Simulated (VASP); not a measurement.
# NaVS2 (R-3m) in VASP: single point with LDA

Aim: the single point of NaVS2 with LDA.

Everything below comes from runs of VASP 6.6.1. Logs are shortened: lines on timing, memory, paths and dates and some standing lists are left out, and cuts for length are marked.

**1. The cell of the first run**

The structure is trigonal, space group R-3m (No. 166). The conventional cell has a = 3.599 Å, b = 3.599 Å, c = 19.383 Å, α = 90.00°, β = 90.00°, γ = 120.00°. Within 3.9 Å of Na (site symmetry -3m) lie 6 S at 2.81 Å and 6 Na at 3.60 Å and 6 V at 3.84 Å. Within 3.3 Å of V (site symmetry -3m) lie 6 S at 2.47 Å. Within 3.4 Å of S (site symmetry 3m) lie 3 V at 2.47 Å and 3 Na at 2.81 Å and 3 S at 3.39 Å.

**2. Single point, LDA, collinear spin, zero start**

Input file INCAR:

```
SYSTEM = NaVS2
PREC = Accurate ; ENCUT = 520
EDIFF = 1E-6 ; ISMEAR = -1
SIGMA = 0.03 ; LREAL = .False.
LASPH = .True. ; NELM = 150
ALGO = Normal ; ISIF = 2
LWAVE = .False. ; LCHARG = .True.
ISPIN = 2 ; MAGMOM = 0 0 0 0
LORBIT = 11 ; NUPDOWN = 0.0
LMAXMIX = 4 ; LELF = .True.
LVHAR = .True. ; NBANDS = 28
```

Input file KPOINTS:

```
regular mesh
0
Gamma
  11 11 11
  0 0 0
```

Input file POSCAR:

```
NaVS2
1.0
    1.7993010104      1.0388269227      6.4610546979
   -1.7993010104      1.0388269227      6.4610546979
    0.0000000000     -2.0776538454      6.4610546979
Na V S
1 1 2
Direct
    0.5000000000      0.5000000000      0.5000000000
    0.0000000000      0.0000000000      0.0000000000
    0.2643788700      0.2643788700      0.2643788700
    0.7356211300      0.7356211300      0.7356211300
```

Potentials or basis: VASP PAW LDA potentials, release 64 (Na_pv, V_sv, S).

Command:

```sh
cat potpaw_LDA.64/Na_pv/POTCAR potpaw_LDA.64/V_sv/POTCAR potpaw_LDA.64/S/POTCAR > POTCAR
mpirun -np 1 vasp_std > vasp.out
```

OUTCAR:

```text
SYSTEM = NaVS2
   PREC = Accurate
   ENCUT = 520
   EDIFF = 1E-6
   ISMEAR = -1
   LREAL = .False.
   LASPH = .True.
   NELM = 150
   ISIF = 2
   ISPIN = 2
   LORBIT = 11
   NUPDOWN = 0.0

 ion  position               nearest neighbor table
   1  0.500  0.500  0.500-
   2  0.000  0.000  0.000-   4 2.47   3 2.47   4 2.47   4 2.47   3 2.47   3 2.47
   3  0.264  0.264  0.264-   2 2.47   2 2.47   2 2.47
   4  0.736  0.736  0.736-   2 2.47   2 2.47   2 2.47

  LATTYP: Found a trigonal (rhomboedric) cell.
 ALAT       =     6.7868898113
 COS(alpha) =     0.8594288989

  Lattice vectors:

 A1 = (   1.7993010104,   1.0388269227,   6.4610546979)
 A2 = (  -1.7993010104,   1.0388269227,   6.4610546979)
 A3 = (   0.0000000000,  -2.0776538454,   6.4610546979)

Analysis of symmetry for initial positions (statically):
=====================================================================
 Subroutine PRICEL returns:
 Original cell was already a primitive cell.

 Routine SETGRP: Setting up the symmetry group for a
 trigonal (rhombohedral) supercell.

 Subroutine GETGRP returns: Found 12 space group operations
 (whereof 12 operations were pure point group operations)
 out of a pool of 12 trial point group operations.

The static configuration has the point symmetry D_3d.

Analysis of symmetry for dynamics (positions and initial velocities):
=====================================================================
 Subroutine PRICEL returns:
 Original cell was already a primitive cell.

 Routine SETGRP: Setting up the symmetry group for a
 trigonal (rhombohedral) supercell.

 Subroutine GETGRP returns: Found 12 space group operations
 (whereof 12 operations were pure point group operations)
 out of a pool of 12 trial point group operations.

The dynamic configuration has the point symmetry D_3d.

Analysis of structural, dynamic, and magnetic symmetry:
=====================================================================
 Subroutine PRICEL returns:
 Original cell was already a primitive cell.

 Routine SETGRP: Setting up the symmetry group for a
 trigonal (rhombohedral) supercell.

 Subroutine GETGRP returns: Found 12 space group operations
 (whereof 12 operations were pure point group operations)
 out of a pool of 12 trial point group operations.

The overall configuration has the point symmetry D_3d.

 Subroutine INISYM returns: Found 12 space group operations
 (whereof 12 operations are pure point group operations),
 and found     1 'primitive' translations

----------------------------------------------------------------------------------------

                                     Primitive cell

  volume of cell :      72.4606

  direct lattice vectors                    reciprocal lattice vectors
     1.799301010  1.038826923  6.461054698     0.277885688  0.160437377  0.051591164
    -1.799301010  1.038826923  6.461054698    -0.277885688  0.160437377  0.051591164
     0.000000000 -2.077653845  6.461054698     0.000000000 -0.320874754  0.051591164

  length of vectors
     6.786889811  6.786889811  6.786889811     0.324995778  0.324995778  0.324995778

  position of ions in fractional coordinates (direct lattice)
     0.500000000  0.500000000  0.500000000
     0.000000000  0.000000000  0.000000000
     0.264378870  0.264378870  0.264378870
     0.735621130  0.735621130  0.735621130

  ion indices of the primitive-cell ions
   primitive index   ion index
                 1           1
                 2           2
                 3           3
                 4           4

----------------------------------------------------------------------------------------

 KPOINTS: regular mesh

Automatic generation of k-mesh.
 Grid dimensions read from file:
 generate k-points for:   11   11   11

 Generating k-lattice:

  Cartesian coordinates                     Fractional coordinates (reciprocal lattice)
     0.025262335  0.014585216  0.004690106     0.090909091  0.000000000  0.000000000
    -0.025262335  0.014585216  0.004690106     0.000000000  0.090909091  0.000000000
     0.000000000 -0.029170432  0.004690106     0.000000000  0.000000000  0.090909091

  Length of vectors
     0.029545071  0.029545071  0.029545071

  Shift w.r.t. Gamma in fractional coordinates (k-lattice)
     0.000000000  0.000000000  0.000000000

 Subroutine IBZKPT returns following result:
 ===========================================

 Found    146 irreducible k-points:

 Following reciprocal coordinates:
            Coordinates               Weight
  0.000000  0.000000  0.000000      1.000000
  0.090909  0.000000  0.000000      6.000000
  0.181818  0.000000  0.000000      6.000000
  0.272727  0.000000  0.000000      6.000000
  0.363636  0.000000  0.000000      6.000000
  0.454545 -0.000000  0.000000      6.000000
[... 16 lines left out ...]
 -0.272727  0.181818 -0.000000     12.000000
 -0.181818  0.181818  0.000000      6.000000
 [... further k-points ...]
   k-points           NKPTS =    146   k-points in BZ     NKDIM =    146   number of bands    NBANDS=     28
   number of dos      NEDOS =    301   number of ions     NIONS =      4
   total plane-waves  NPLWV = 125000
   dimension x,y,z NGX =    50 NGY =   50 NGZ =   50
   dimension x,y,z NGXF=   100 NGYF=  100 NGZF=  100
   ions per type =               1   1   2
   NGX,Y,Z   is equivalent  to a cutoff of  12.25, 12.25, 12.25 a.u.
   NGXF,Y,Z  is equivalent  to a cutoff of  24.50, 24.50, 24.50 a.u.
 SYSTEM =  NaVS2
   PREC   = accura    normal or accurate (medium, high low for compatibility)
   ISTART =      0    job   : 0-new  1-cont  2-samecut
   ICHARG =      2    charge: 1-file 2-atom 10-const
   ISPIN  =      2    spin polarized calculation?
   LNONCOLLINEAR =      F non collinear calculations
   LSORBIT =      F    spin-orbit coupling
   LASPH  =      T    aspherical Exc in radial PAW
   ENCUT  =  520.0 eV  38.22 Ry    6.18 a.u.  12.62 12.62 12.62*2*pi/ulx,y,z
   NELM   =    150;   NELMIN=  2; NELMDL= -5     # of ELM steps
   EDIFF  = 0.1E-05   stopping-criterion for ELM
   LREAL  =      F    real-space projection
   EDIFFG = 0.1E-04   stopping-criterion for IOM
   NSW    =      0    number of steps for IOM
   IBRION =     -1    ionic relax: 0-MD 1-quasi-New 2-CG
   NFREE  =      0    steps in history (QN), initial steepest desc. (CG)
   ISIF   =      2    stress and relaxation
   ISYM   =      2    0-nonsym 1-usesym 2-fastsym
   POTIM  = 0.5000    time-step for ionic-motion
   TEBEG  =    0.0;   TEEND  =   0.0 temperature during run
   PSTRESS=    0.0 pullay stress
   NELECT =      32.0000    total number of electrons
   NUPDOWN=       0.0000    fix difference up-down
   EMIN   =  10.00;   EMAX   =-10.00  energy-range for DOS
   EFERMI =   0.00;   METHOD = LEGACY
   ISMEAR =    -1;   SIGMA  =   0.03  broadening in eV -4-tet -1-fermi 0-gaus
   EFERMI_NEDOS =   21; number of points for ismear=-14 and -15
   IALGO  =     38    algorithm
   IMIX   =      4    mixing-type and parameters
     AMIX     =   0.40;   BMIX     =  1.00
     AMIX_MAG =   1.60;   BMIX_MAG =  1.00
  volume/ion in A,a.u.               =      18.12       122.25
  Fermi-wavevector in a.u.,A,eV,Ry     =   1.246687  2.355898 21.146578  1.554230
  Thomas-Fermi vector in A             =   2.380854
   LORBIT       =     11    0 simple, 1 ext, 2 COOP (PROOUT), +10 PAW based schemes
   GGA     = CA    functional components
   LHFCALC =     F    Hartree Fock is set to
   AEXX    =    0.0000 exact exchange contribution
   IVDW    =     0    specifies the selected vdW correction
   LEPSILON=     F    determine dielectric tensor
   LRPA    =     F    only Hartree local field effects (RPA)
 spin polarized calculation
  energy-cutoff  :      520.00
  volume of cell :       72.46
 maximum number of plane-waves:      1981
   NGX = 25   NGY = 25   NGZ = 25

 number of electron      32.0000007 magnetization       0.0000000

 number of electron      32.0000007 magnetization      -0.0000000

 Free energy of the ion-electron system (eV)
  ---------------------------------------------------
  ext. energy  EPLUGINS =         0.00000000
  ---------------------------------------------------
  free energy    TOTEN  =       -24.61312286 eV

  energy without entropy =      -24.60420690  energy(sigma->0) =      -24.60866488

 E-fermi :   5.2333     XC(G=0): -10.2869

 val. band max:        5.2290771733   @ k =  -0.3636   0.3636   0.0909
 cond. band min:       5.2346614293   @ k =  -0.4545   0.4545   0.3636
 fundamental gap:      0.0055842560
 Fermi energy:         5.2333397206

 spin component 1

 k-point     1 :       0.0000    0.0000    0.0000
  band No.  band energies     occupation
      1     -58.9687      1.00000
      2     -33.2949      1.00000
      3     -33.2949      1.00000
      4     -33.0393      1.00000
      5     -18.7135      1.00000
      6     -18.6931      1.00000
[... 20 lines left out ...]
     27      14.6799      0.00000
     28      15.7161      0.00000

 k-point     2 :       0.0909    0.0000    0.0000
  band No.  band energies     occupation
      1     -58.9684      1.00000
      2     -33.2981      1.00000
      3     -33.2956      1.00000
      4     -33.0388      1.00000
      5     -18.7125      1.00000
      6     -18.6971      1.00000
[... 20 lines left out ...]
     27      14.7138      0.00000
     28      16.0035      0.00000

 k-point     3 :       0.1818    0.0000    0.0000
  band No.  band energies     occupation
      1     -58.9678      1.00000
      2     -33.3066      1.00000
      3     -33.2977      1.00000
      4     -33.0373      1.00000
      5     -18.7100      1.00000
      6     -18.7078      1.00000
[... 616 lines left out ...]
      3     -33.3086      1.00000
      4     -33.0330      1.00000
      5     -18.7330      1.00000
      6     -18.7097      1.00000
[... 20 lines left out ...]
     27      13.7150      0.00000
     28      14.6398      0.00000

 k-point    24 :      -0.1818    0.1818    0.0000
  band No.  band energies     occupation
      1     -58.9666      1.00000
      2     -33.3206      1.00000
      3     -33.3042      1.00000
      4     -33.0345      1.00000
      5     -18.7252      1.00000
      6     -18.7053      1.00000
[... 20 lines left out ...]
     27      13.6641      0.00000
     28      14.5758      0.00000

 [... further k-points ...]

 spin component 2

 k-point     1 :       0.0000    0.0000    0.0000
  band No.  band energies     occupation
      1     -58.9687      1.00000
      2     -33.2949      1.00000
      3     -33.2949      1.00000
      4     -33.0393      1.00000
      5     -18.7135      1.00000
      6     -18.6931      1.00000
[... 20 lines left out ...]
     27      14.6799      0.00000
     28      15.7161      0.00000

 k-point     2 :       0.0909    0.0000    0.0000
  band No.  band energies     occupation
      1     -58.9684      1.00000
      2     -33.2981      1.00000
      3     -33.2956      1.00000
      4     -33.0388      1.00000
      5     -18.7125      1.00000
      6     -18.6971      1.00000
[... 20 lines left out ...]
     27      14.7138      0.00000
     28      16.0034      0.00000

 k-point     3 :       0.1818    0.0000    0.0000
  band No.  band energies     occupation
      1     -58.9678      1.00000
      2     -33.3066      1.00000
      3     -33.2977      1.00000
      4     -33.0373      1.00000
      5     -18.7100      1.00000
      6     -18.7078      1.00000
[... 616 lines left out ...]
      3     -33.3086      1.00000
      4     -33.0330      1.00000
      5     -18.7330      1.00000
      6     -18.7097      1.00000
[... 20 lines left out ...]
     27      13.7150      0.00000
     28      14.6398      0.00000

 k-point    24 :      -0.1818    0.1818    0.0000
  band No.  band energies     occupation
      1     -58.9666      1.00000
      2     -33.3206      1.00000
      3     -33.3042      1.00000
      4     -33.0345      1.00000
      5     -18.7252      1.00000
      6     -18.7053      1.00000
[... 20 lines left out ...]
     27      13.6641      0.00000
     28      14.5758      0.00000

 [... further k-points ...]

------------------------ aborting loop because EDIFF is reached ----------------------------------------

  FORCE on cell =-STRESS in cart. coord.  units (eV):
  Direction    XX          YY          ZZ          XY          YZ          ZX
  --------------------------------------------------------------------------------------
  -------------------------------------------------------------------------------------
  Total       -5.4479454     -5.4479454     -2.3950930      0.0000000      0.0000000      0.0000000
  in kB     -120.4596624   -120.4596624    -52.9579633      0.0000000      0.0000000      0.0000000
  external PRESSURE =     -97.9590961 kB  Pullay stress =       0.0000000 kB

 VOLUME and BASIS-vectors are now :
 -----------------------------------------------------------------------------
  energy-cutoff  :      520.00
  volume of cell :       72.46
      direct lattice vectors                 reciprocal lattice vectors
     1.799301010  1.038826923  6.461054698     0.277885688  0.160437377  0.051591164
    -1.799301010  1.038826923  6.461054698    -0.277885688  0.160437377  0.051591164
     0.000000000 -2.077653845  6.461054698     0.000000000 -0.320874754  0.051591164

 POSITION                                       TOTAL-FORCE (eV/Angst)
 -----------------------------------------------------------------------------------
      0.00000      0.00000      9.69158        -0.000000      0.000000     -0.000000
      0.00000      0.00000      0.00000         0.000000     -0.000000      0.000000
      0.00000      0.00000      5.12450        -0.000000     -0.000000      0.486176
      0.00000      0.00000     14.25867        -0.000000      0.000000     -0.486176
 -----------------------------------------------------------------------------------
    total drift:                                0.000000     -0.000000     -0.000000

  FREE ENERGIE OF THE ION-ELECTRON SYSTEM (eV)
  ---------------------------------------------------
  free  energy   TOTEN  =       -24.6131228564 eV

  energy  without entropy=      -24.6042069048  energy(sigma->0) =      -24.60866488

 total charge

# of ion       s       p       d       tot
------------------------------------------
    1        0.059   5.986   0.000   6.045
    2        2.219   6.168   2.957  11.344
    3        1.326   2.394   0.000   3.720
    4        1.326   2.394   0.000   3.720
--------------------------------------------------
tot          4.929  16.943   2.957  24.828

 magnetization (x)

# of ion       s       p       d       tot
------------------------------------------
    1        0.000  -0.000   0.000  -0.000
    2        0.000   0.000   0.000   0.000
    3        0.000  -0.000   0.000   0.000
    4        0.000  -0.000   0.000   0.000
--------------------------------------------------
tot          0.000  -0.000   0.000   0.000
```

It took 29 min on 1 thread of Intel Xeon Platinum 8375C at 2.90GHz (Ice Lake), shared host; peak memory 0.6 GiB.

What came out:

| Property | Result |
| --- | --- |
| Free energy | -24.6131 eV |
| Pressure | -9.8 GPa |
| Largest force | 0.486 eV/Å |
| Net moment | 0.00 μB per cell |
| Valence electrons inside the program's atomic spheres | Na 6.04; V 11.34; S 3.72 |

Forces in eV/Å, atoms in the order of the input:
```
Na   0.000  0.000  0.000
V    0.000  0.000  0.000
S    0.000  0.000  0.486
S    0.000  0.000 -0.486
```

Caveat: the stress differs along the axes, from -12 to -5 GPa; the total moment is fixed, so each spin has its own Fermi level.
